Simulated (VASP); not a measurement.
Wanted: the native input for a VASP 6.6.1 run.

| Quantity | Value |
| --- | --- |
| Task | single point |
| Functional | PBE |
| Potentials or basis | VASP PAW PBE potentials, release 64 (C) |
| Cutoff | 520 eV |
| k mesh | 12 × 12 × 2 |
| Occupations | gaussian, width 0.05 eV |
| Spin | no spin polarisation |
| Dipole correction | no |
| Further INCAR settings | ALGO = Normal; EDIFF = 1e-07; NBANDS = 36 |

The structure of C lies in POSCAR:

```
C
1.0
    2.4323000000      0.0000000000      0.0000000000
   -1.2161500000      2.1064335896      0.0000000000
    0.0000000000      0.0000000000     12.2737000000
C
12
Direct
    0.0000000000      0.0000000000      0.1868593266
    0.0000000000      0.0000000000      0.6868593266
    0.0000000000      0.0000000000      0.3131406734
    0.0000000000      0.0000000000      0.8131406734
    0.3333333333      0.6666666667      0.5207665411
    0.6666666667      0.3333333333      0.0207665411
    0.3333333333      0.6666666667      0.9792334589
    0.6666666667      0.3333333333      0.4792334589
    0.3333333333      0.6666666667      0.6450950823
    0.6666666667      0.3333333333      0.1450950823
    0.3333333333      0.6666666667      0.8549049177
    0.6666666667      0.3333333333      0.3549049177
```

The input as run:

INCAR

```
SYSTEM = C
ALGO     = Normal         ! electronic algorithm
EDIFF    = 1E-7           ! SCF threshold, eV
ENCUT    = 520            ! plane-wave cutoff, eV
GGA      = PE             ! functional
ISIF     = 2              ! what is computed and relaxed
ISMEAR   = 0              ! smearing method
LASPH    = .TRUE.         ! aspherical terms in the spheres
LCHARG   = .FALSE.        ! write CHGCAR
LREAL    = .FALSE.        ! projectors in reciprocal space
LWAVE    = .FALSE.        ! write WAVECAR
NBANDS   = 36             ! bands
NELM     = 60             ! most SCF steps
PREC     = Accurate       ! precision mode
SIGMA    = 0.05           ! smearing width, eV
```

KPOINTS

```
k-points
0
G
  12 12 2
  0 0 0
```

Potentials or basis: VASP PAW PBE potentials, release 64 (C).

Run with:

```bash
$ cat potpaw_PBE.64/C/POTCAR > POTCAR
$ mpirun -np 1 vasp_std > vasp.out
```

It gave:

```yaml
Pressure: 43.7 GPa
Largest_force: 0.232 eV/Å
Band_gap_on_the_k_mesh: 4.73 eV, indirect (least direct gap 5.14 eV)
```

Wall time 36 s on 1 thread of Intel(R) Xeon(R) 6975P-C (Granite Rapids) (shared host), peak memory 0.19 GiB.
